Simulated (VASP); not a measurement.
ZnS, 2 atoms in the cell. It takes space group F-43m (No. 216, cubic). Conventional cell: a = 5.318 Å, b = 5.318 Å, c = 5.318 Å, α = 90.00°, β = 90.00°, γ = 90.00°. Within 3.0 Å of Zn (site symmetry -43m) lie 4 S at 2.30 Å. Within 3.0 Å of S (site symmetry -43m) lie 4 Zn at 2.30 Å. 

| Item | Value |
| --- | --- |
| Program | VASP 6.6.1 |
| Task | single point |
| Functional | r2SCAN |
| Potentials or basis | VASP PAW PBE potentials, release 64 (Zn, S) |
| Cutoff | 520 eV |
| k mesh | 10 × 10 × 10 |
| Occupations | fermi-dirac, width 0.02 eV |
| Spin | no spin polarisation |
| Dipole correction | no |
| Further INCAR settings | ALGO = Normal; EDIFF = 1e-06; NBANDS = 16 |

Potentials or basis: VASP PAW PBE potentials, release 64 (Zn, S).

Launch:

```bash
$ cat potpaw_PBE.64/Zn/POTCAR potpaw_PBE.64/S/POTCAR > POTCAR
$ cp INCAR.step1 INCAR
$ mpirun -np 1 vasp_std > vasp.out
$ cp INCAR.step2 INCAR
$ mpirun -np 1 vasp_std > vasp.out
```

Hardware: 1 thread of Intel(R) Xeon(R) 6975P-C (Granite Rapids), on a shared host.

Q: How long does it take, and how much memory?

A: Run time: 50 s on 1 thread of Intel(R) Xeon(R) 6975P-C (Granite Rapids) (shared host), peak memory 0.17 GiB. Counts: k points 47.
